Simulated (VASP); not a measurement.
# P (Pm-3m) in VASP: notebook, part 2 of 2

VASP 6.6.1. Earlier steps stand in the parts before.

## (4) Single point, RPBE (volume scaled by 0.96)

File INCAR:

```
SYSTEM = P
PREC     = Accurate       ! precision mode
ENCUT    = 520            ! plane-wave cutoff, eV
EDIFF    = 1E-7           ! SCF threshold, eV
ISMEAR   = -1             ! smearing method
SIGMA    = 0.1            ! smearing width, eV
LREAL    = .FALSE.        ! projectors in reciprocal space
LASPH    = .TRUE.         ! aspherical terms in the spheres
NELM     = 60             ! most SCF steps
ALGO     = Normal         ! electronic algorithm
ISIF     = 2              ! what is computed and relaxed
LWAVE    = .FALSE.        ! write WAVECAR
LCHARG   = .FALSE.        ! write CHGCAR
GGA      = RP             ! functional
NBANDS   = 8              ! bands
```

File KPOINTS:

```
Automatic mesh
0
G
  14 14 14
  0 0 0
```

File POSCAR:

```
P
1.0
    2.4230723691      0.0000000000      0.0000000000
    0.0000000000      2.4230723691      0.0000000000
    0.0000000000      0.0000000000      2.4230723691
P
1
Direct
    0.0000000000      0.0000000000      0.0000000000
```

Potentials or basis: VASP PAW PBE potentials, release 64 (P).

Launch:

```
$ cat potpaw_PBE.64/P/POTCAR > POTCAR
$ mpirun -np 1 vasp_std > vasp.out
```

OUTCAR:

```text
SYSTEM = P
   PREC = Accurate
   ENCUT = 520
   EDIFF = 1E-7
   ISMEAR = -1
   LREAL = .FALSE.
   LASPH = .TRUE.
   NELM = 60
   ISIF = 2
   GGA = RP

 ion  position               nearest neighbor table
   1  0.000  0.000  0.000-

  LATTYP: Found a simple cubic cell.
 ALAT       =     2.4230723691

  Lattice vectors:

 A1 = (   2.4230723691,   0.0000000000,   0.0000000000)
 A2 = (   0.0000000000,   2.4230723691,   0.0000000000)
 A3 = (   0.0000000000,   0.0000000000,   2.4230723691)

Analysis of symmetry for initial positions (statically):
=====================================================================
 Subroutine PRICEL returns:
 Original cell was already a primitive cell.

 Routine SETGRP: Setting up the symmetry group for a
 simple cubic supercell.

 Subroutine GETGRP returns: Found 48 space group operations
 (whereof 48 operations were pure point group operations)
 out of a pool of 48 trial point group operations.

The static configuration has the point symmetry O_h .

Analysis of symmetry for dynamics (positions and initial velocities):
=====================================================================
 Subroutine PRICEL returns:
 Original cell was already a primitive cell.

 Routine SETGRP: Setting up the symmetry group for a
 simple cubic supercell.

 Subroutine GETGRP returns: Found 48 space group operations
 (whereof 48 operations were pure point group operations)
 out of a pool of 48 trial point group operations.

The dynamic configuration has the point symmetry O_h .

 Subroutine INISYM returns: Found 48 space group operations
 (whereof 48 operations are pure point group operations),
 and found     1 'primitive' translations

----------------------------------------------------------------------------------------

                                     Primitive cell

  volume of cell :      14.2265

[... 100 lines left out ...]
   EFERMI =   0.00;   METHOD = LEGACY
   ISMEAR =    -1;   SIGMA  =   0.10  broadening in eV -4-tet -1-fermi 0-gaus
   EFERMI_NEDOS =   21; number of points for ismear=-14 and -15
   IALGO  =     38    algorithm
   IMIX   =      4    mixing-type and parameters
     AMIX     =   0.40;   BMIX     =  1.00
     AMIX_MAG =   1.60;   BMIX_MAG =  1.00
  volume/ion in A,a.u.               =      14.23        96.01
  Fermi-wavevector in a.u.,A,eV,Ry     =   1.155310  2.183219 18.160249  1.334741
  Thomas-Fermi vector in A             =   2.291939
   LORBIT       =      0    0 simple, 1 ext, 2 COOP (PROOUT), +10 PAW based schemes
   GGA     = RP    functional components
   LHFCALC =     F    Hartree Fock is set to
   AEXX    =    0.0000 exact exchange contribution
   IVDW    =     0    specifies the selected vdW correction
   LEPSILON=     F    determine dielectric tensor
   LRPA    =     F    only Hartree local field effects (RPA)
 non-spin polarized calculation
  energy-cutoff  :      520.00
  volume of cell :       14.23
 maximum number of plane-waves:       402
   NGX =  9   NGY =  9   NGZ =  9

 number of electron       4.9999998 magnetization

 Free energy of the ion-electron system (eV)
  ---------------------------------------------------
  ext. energy  EPLUGINS =         0.00000000
  ---------------------------------------------------
  free energy    TOTEN  =        -4.89230284 eV

  energy without entropy =       -4.88050690  energy(sigma->0) =       -4.88640487

 E-fermi :  10.0419     XC(G=0): -11.3469

 val. band max:       10.0188991347   @ k =   0.5000   0.2857   0.2143
 cond. band min:      10.1516105647   @ k =   0.2857   0.2143   0.1429
 fundamental gap:      0.1327114300
 Fermi energy:        10.0419104603

 k-point     1 :       0.0000    0.0000    0.0000
  band No.  band energies     occupation
      1      -6.6901      2.00000
      2      15.2283      0.00000
      3      15.2283      0.00000
      4      15.2283      0.00000
      5      16.7473      0.00000
      6      16.7473      0.00000
      7      24.7462      0.00000
      8      34.6831      0.00000
[... 243 lines left out ...]
 k-point    24 :       0.3571    0.2143    0.0000
  band No.  band energies     occupation
      1      -2.8007      2.00000
      2       4.6044      2.00000
      3      10.6514      0.00450
      4      18.1020      0.00000
      5      19.0463      0.00000
      6      22.9771      0.00000
      7      26.9099      0.00000
      8      29.7400      0.00000

 [... further k-points ...]
[... 5 lines left out ...]
  --------------------------------------------------------------------------------------
  -------------------------------------------------------------------------------------
  Total        0.4162109      0.4162109      0.4162109      0.0000000      0.0000000     -0.0000000
  in kB       46.8732279     46.8732279     46.8732279      0.0000000      0.0000000     -0.0000000
  external PRESSURE =      46.8732279 kB  Pullay stress =       0.0000000 kB

 VOLUME and BASIS-vectors are now :
 -----------------------------------------------------------------------------
  energy-cutoff  :      520.00
  volume of cell :       14.23
      direct lattice vectors                 reciprocal lattice vectors
     2.423072369  0.000000000  0.000000000     0.412699188  0.000000000  0.000000000
     0.000000000  2.423072369  0.000000000     0.000000000  0.412699188  0.000000000
     0.000000000  0.000000000  2.423072369     0.000000000  0.000000000  0.412699188

 POSITION                                       TOTAL-FORCE (eV/Angst)
 -----------------------------------------------------------------------------------
      0.00000      0.00000      0.00000         0.000000      0.000000      0.000000
 -----------------------------------------------------------------------------------
    total drift:                                0.000000      0.000000      0.000000

  FREE ENERGIE OF THE ION-ELECTRON SYSTEM (eV)
  ---------------------------------------------------
  free  energy   TOTEN  =        -4.8923028363 eV

  energy  without entropy=       -4.8805069003  energy(sigma->0) =       -4.88640487
```

OSZICAR:

```text
N       E                     dE             d eps       ncg     rms          rms(c)
DAV:   1     0.800831372962E+00    0.80083E+00   -0.21551E+03  2008   0.458E+02
DAV:   2    -0.483105159064E+01   -0.56319E+01   -0.53620E+01  2712   0.498E+01
DAV:   3    -0.488562628682E+01   -0.54575E-01   -0.54485E-01  2152   0.535E+00
DAV:   4    -0.488571048210E+01   -0.84195E-04   -0.84195E-04  3064   0.230E-01
DAV:   5    -0.488571058396E+01   -0.10185E-06   -0.10278E-06  2128   0.424E-03    0.548E+00
DAV:   6    -0.488908835362E+01   -0.33778E-02   -0.68340E-04  2640   0.242E-01    0.323E+00
DAV:   7    -0.489209422654E+01   -0.30059E-02   -0.28897E-03  2344   0.446E-01    0.140E-01
DAV:   8    -0.489229361681E+01   -0.19939E-03   -0.21212E-04  2552   0.113E-01    0.138E-02
DAV:   9    -0.489230165233E+01   -0.80355E-05   -0.58479E-06  2560   0.186E-02    0.405E-03
DAV:  10    -0.489230277735E+01   -0.11250E-05   -0.31591E-06  2376   0.130E-02    0.126E-03
DAV:  11    -0.489230283627E+01   -0.58926E-07   -0.14153E-08  2024   0.948E-04
   1 F= -.48923028E+01 E0= -.48864049E+01  d E =-.117959E-01
```

It took 8 s on 1 thread of Intel Xeon Platinum 8259CL at 2.50GHz (Skylake/Cascade Lake), shared host; peak memory 0.12 GiB.

What came out:

```
Free energy : -4.8923 eV
Pressure    : 4.7 GPa
```

Caveat: the PAW data sets were made with another functional, which shifts forces and pressure a little.

## (5) The runs side by side

| cell | gap on the mesh (eV) | pressure (GPa) |
| --- | --- | --- |
| a = 2.354 Å, 1 atom | none | 18.5 |
| a = 2.389 Å, 1 atom | none | 10.7 |
| a = 2.423 Å, 1 atom | none | 4.7 |

Alike in all rows: task single point; level RPBE; potentials or basis VASP PAW PBE potentials, release 64 (P); no spin polarisation; k mesh 14 × 14 × 14; cutoff (eV) 520; smearing fermi-dirac 0.1 eV.

Caveats: the PAW data sets were made with another functional, which shifts forces and pressure a little.

Total energies depend on the potentials used, so only differences within one code and one set of settings carry meaning.
